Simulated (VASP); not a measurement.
# Li4Nb4O11 (a cell with a defect) in VASP: a series of runs, part 3 of 3

VASP 6.6.1. Earlier steps stand in the parts before.

**5. Single point, PBE (atom 18 moved 0.375 of the way to it and +0.175 Å across, host rigid)**

INCAR reads:

```
SYSTEM = Li4Nb4O11
PREC = Accurate ; ENCUT = 520
EDIFF = 1E-7 ; ISMEAR = 0
SIGMA = 0.05 ; LREAL = Auto
LASPH = .True. ; NELM = 100
ALGO = Normal ; ISIF = 2
LWAVE = .False. ; LCHARG = .False.
GGA = PE ; NELECT = 128.0
NBANDS = 80
```

KPOINTS reads:

```
regular mesh
0
Gamma
  4 4 4
  0 0 0
```

POSCAR reads:

```
Li4Nb4O11
1.0
    5.2231019317      0.0000000000      0.0000000000
    0.0000000000      3.0155593063     -4.5984613597
    0.0000000000      6.0311186126      4.5984613597
Li Nb O
4 4 11
Direct
    0.0000000000      0.5000000000      0.2500000000
    0.5000000000      0.0000000000      0.7500000000
    0.0000000000      0.5000000000      0.7500000000
    0.5000000000      0.0000000000      0.2500000000
    0.5000000000      0.5000000000      0.5000000000
    0.0000000000      0.0000000000      0.0000000000
    0.0000000000      0.0000000000      0.5000000000
    0.5000000000      0.5000000000      0.0000000000
    0.8803293659      0.0000000000      0.2500000000
    0.3803293659      0.5000000000      0.7500000000
    0.8098353170      0.6901646830      0.9401646830
    0.8098353170      0.3098353170      0.5598353170
    0.3098353170      0.8098353170      0.0598353170
    0.1196706341      0.0000000000      0.7500000000
    0.6196706341      0.5000000000      0.2500000000
    0.6901646830      0.8098353170      0.5598353170
    0.1901646830      0.3098353170      0.0598353170
    0.2677125780      0.8706101443      0.4401646830
    0.6901646830      0.1901646830      0.9401646830
```

Potentials or basis: VASP PAW PBE potentials, release 64 (Li_sv, Nb_sv, O).

Launch:

```
> cat potpaw_PBE.64/Li_sv/POTCAR potpaw_PBE.64/Nb_sv/POTCAR potpaw_PBE.64/O/POTCAR > POTCAR
> mpirun -np 1 vasp_std > vasp.out
```

OUTCAR:

```text
SYSTEM = Li4Nb4O11
   PREC = Accurate
   ENCUT = 520
   EDIFF = 1E-7
   ISMEAR = 0
   LREAL = Auto
   LASPH = .True.
   NELM = 100
   ISIF = 2
   GGA = PE
   NELECT = 128.0

 ion  position               nearest neighbor table
   1  0.000  0.500  0.250-  15 1.99  17 1.99
   2  0.500  0.000  0.750-  14 1.99  16 1.99  19 1.99
   3  0.000  0.500  0.750-  10 1.99  11 1.99  12 1.99
   4  0.500  0.000  0.250-   9 1.99  13 1.99  18 2.05
   5  0.500  0.500  0.500-  12 2.00  16 2.00  15 2.00  10 2.00  18 2.44
   6  0.000  0.000  0.000-  13 2.00  19 2.00  17 2.00  11 2.00   9 2.00  14 2.00
   7  0.000  0.000  0.500-  18 1.62  16 2.00  12 2.00   9 2.00  14 2.00
   8  0.500  0.500  0.000-  11 2.00  17 2.00  13 2.00  19 2.00  10 2.00  15 2.00
   9  0.880  0.000  0.250-   4 1.99   6 2.00   7 2.00
  10  0.380  0.500  0.750-   3 1.99   5 2.00   8 2.00
  11  0.810  0.690  0.940-   3 1.99   8 2.00   6 2.00
  12  0.810  0.310  0.560-   3 1.99   5 2.00   7 2.00
  13  0.310  0.810  0.060-   4 1.99   6 2.00   8 2.00
  14  0.120  0.000  0.750-   2 1.99   6 2.00   7 2.00
  15  0.620  0.500  0.250-   1 1.99   5 2.00   8 2.00
  16  0.690  0.810  0.560-   2 1.99   7 2.00   5 2.00
  17  0.190  0.310  0.060-   1 1.99   8 2.00   6 2.00
[... 235 lines left out ...]
      3     -50.6521      2.00000
      4     -50.4389      2.00000
      5     -40.1552      2.00000
      6     -39.3230      2.00000
[... 1885 lines left out ...]
     75       8.4955      0.00000
     76       8.7522      0.00000

 [... further k-points ...]

 [bands above 76 left out]

------------------------ aborting loop because EDIFF is reached ----------------------------------------

  FORCE on cell =-STRESS in cart. coord.  units (eV):
  Direction    XX          YY          ZZ          XY          YZ          ZX
  --------------------------------------------------------------------------------------
  -------------------------------------------------------------------------------------
  Total       -8.8522166    -15.9736401    -22.1458858     -5.3154730     -1.8317960      5.1465409
  in kB      -65.2728304   -117.7834595   -163.2952180    -39.1942472    -13.5069571     37.9486072
  external PRESSURE =    -115.4505026 kB  Pullay stress =       0.0000000 kB

 VOLUME and BASIS-vectors are now :
 -----------------------------------------------------------------------------
  energy-cutoff  :      520.00
  volume of cell :      217.29
      direct lattice vectors                 reciprocal lattice vectors
     5.223101932  0.000000000  0.000000000     0.191457110  0.000000000  0.000000000
     0.000000000  3.015559306 -4.598461360     0.000000000  0.110537814 -0.144976029
     0.000000000  6.031118613  4.598461360     0.000000000  0.110537814  0.072488014

 POSITION                                       TOTAL-FORCE (eV/Angst)
 -----------------------------------------------------------------------------------
      0.00000      3.01556     -1.14962        -0.533567     -0.915484     -0.759054
      2.61155      4.52334      3.44885        -0.013463      0.474484      0.498336
      0.00000      6.03112      1.14962        -0.306160      0.703346      0.503618
      2.61155      1.50778      1.14962         0.286846     -0.977061     -0.137117
      2.61155      4.52334      0.00000         5.706864      3.381280     -1.754547
      0.00000      0.00000      0.00000        -0.164560     -0.490212     -0.040867
[... 11 lines left out ...]
      1.39829      5.28006     -1.97939         8.641923     -5.563304      2.089858
      3.60480      6.24370      3.44885        -0.230232      0.304108     -0.360317
 -----------------------------------------------------------------------------------
    total drift:                                0.004717      0.003519     -0.006104

  FREE ENERGIE OF THE ION-ELECTRON SYSTEM (eV)
  ---------------------------------------------------
  free  energy   TOTEN  =      -157.4489772965 eV

  energy  without entropy=     -157.4489772965  energy(sigma->0) =     -157.44897730
```

OSZICAR:

```text
N       E                     dE             d eps       ncg     rms          rms(c)
DAV:   1     0.148601932969E+04    0.14860E+04   -0.67747E+04  5760   0.168E+03
DAV:   2    -0.290619252534E+02   -0.15151E+04   -0.14449E+04  7096   0.602E+02
DAV:   3    -0.181828251920E+03   -0.15277E+03   -0.15127E+03  8504   0.175E+02
DAV:   4    -0.193867632898E+03   -0.12039E+02   -0.12000E+02 10704   0.445E+01
DAV:   5    -0.194893097845E+03   -0.10255E+01   -0.10246E+01  9024   0.915E+00    0.389E+01
DAV:   6    -0.158289503268E+03    0.36604E+02   -0.17073E+02  7968   0.571E+01    0.148E+01
DAV:   7    -0.157745222076E+03    0.54428E+00   -0.18586E+01  8776   0.189E+01    0.764E+00
DAV:   8    -0.157581104501E+03    0.16412E+00   -0.23948E+00  9656   0.750E+00    0.447E+00
DAV:   9    -0.157443438234E+03    0.13767E+00   -0.73617E-01  8424   0.454E+00    0.141E+00
DAV:  10    -0.157448921470E+03   -0.54832E-02   -0.92888E-02  8552   0.154E+00    0.730E-01
DAV:  11    -0.157448075268E+03    0.84620E-03   -0.19589E-02  8456   0.715E-01    0.191E-01
DAV:  12    -0.157448809680E+03   -0.73441E-03   -0.37368E-03  9264   0.296E-01    0.976E-02
DAV:  13    -0.157448919082E+03   -0.10940E-03   -0.63256E-04  8472   0.112E-01    0.454E-02
DAV:  14    -0.157448966035E+03   -0.46953E-04   -0.11221E-04  7264   0.562E-02    0.167E-02
DAV:  15    -0.157448975474E+03   -0.94385E-05   -0.22539E-05  8888   0.218E-02    0.947E-03
DAV:  16    -0.157448976880E+03   -0.14060E-05   -0.59269E-06  7488   0.114E-02    0.492E-03
DAV:  17    -0.157448977208E+03   -0.32846E-06   -0.16883E-06  8128   0.662E-03    0.180E-03
DAV:  18    -0.157448977297E+03   -0.88117E-07   -0.38846E-07  5888   0.299E-03
   1 F= -.15744898E+03 E0= -.15744898E+03  d E =-.107707E-10
```

stdout:

```text
POSCAR found type information on POSCAR LiNbO
 POSCAR found :  3 types and      19 ions
 scaLAPACK will be used
 LDA part: xc-table for (Slater+PW92), standard interpolation
 POSCAR, INCAR and KPOINTS ok, starting setup
 FFT: planning ... GRIDC
 FFT: planning ... GRID_SOFT
 FFT: planning ... GRID
 WAVECAR not read
 entering main loop
 the old and the new charge density differ
 old charge density:   130.00000 new  128.00000
    0.389E+01
```

It took 13 min on 1 thread of Intel Xeon Platinum 8488C (Sapphire Rapids), shared host; peak memory 0.53 GiB.

What came out:

```yaml
Free_energy: -157.4490 eV
Largest_force: 10.972 eV/Å
```

Forces on the atoms (eV/Å):
```
Li   -0.534  -0.915  -0.759
Li   -0.013   0.474   0.498
Li   -0.306   0.703   0.504
Li    0.287  -0.977  -0.137
Nb    5.707   3.381  -1.755
Nb   -0.165  -0.490  -0.041
Nb  -10.248   3.915   0.169
Nb    0.388  -0.053  -0.205
O    -0.014   0.974   0.414
O    -0.387  -3.011  -1.804
O    -0.332  -0.012   0.172
O    -1.740   0.796  -2.522
O     0.109  -0.193   0.337
O    -0.169  -0.267  -0.609
O    -1.153   1.853   2.080
O    -0.017  -1.507   1.784
O     0.175   0.587   0.143
O     8.642  -5.563   2.090
O    -0.230   0.304  -0.360
```

Caveat: the cell carries a net charge on a neutralising background, which shifts energy and pressure; the cell differs from its parent crystal (atom 18 moved 0.375 of the way to it and +0.175 Å across, host rigid); the cell is charged against a uniform background, so pressure and absolute levels hang on convention; the cutoff is under 1.25 times the usual one of these potentials, so pressure, stress and relaxed cells hold a basis-set (Pulay) error.
